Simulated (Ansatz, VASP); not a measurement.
**WC: VASP beside Ansatz**

```
W C
1.0
     0.00000    2.19268    2.19268
     2.19268    0.00000    2.19268
     2.19268    2.19268    0.00000
W C
1 1
Direct
  0.00000 0.00000 0.00000
  0.50000 0.50000 0.50000
```

Alike in both runs: task single point; functional LDA; k mesh 7 × 7 × 7; no spin polarisation.

|  | VASP | Ansatz |
| --- | --- | --- |
| version | VASP 6.6.1 | Ansatz 0.2.0 |
| potentials or method | VASP PAW LDA potentials, release 64 (W_sv, C) | plane waves, PAW |
| plane-wave cutoff (eV) | 520 | 420 |
| occupations | methfessel-paxton of order 1, width 0.1 eV | methfessel-paxton of order 1 |
| valence electrons in the cell | 18 | 18 |

```tsv
	VASP	Ansatz	Ansatz less VASP
pressure (GPa)	-14.2	-16.3	-2.08
```

LDA's correlation is that of Perdew and Zunger in VASP and of Perdew and Wang (1992) in Ansatz.

Spin-orbit coupling is off throughout.
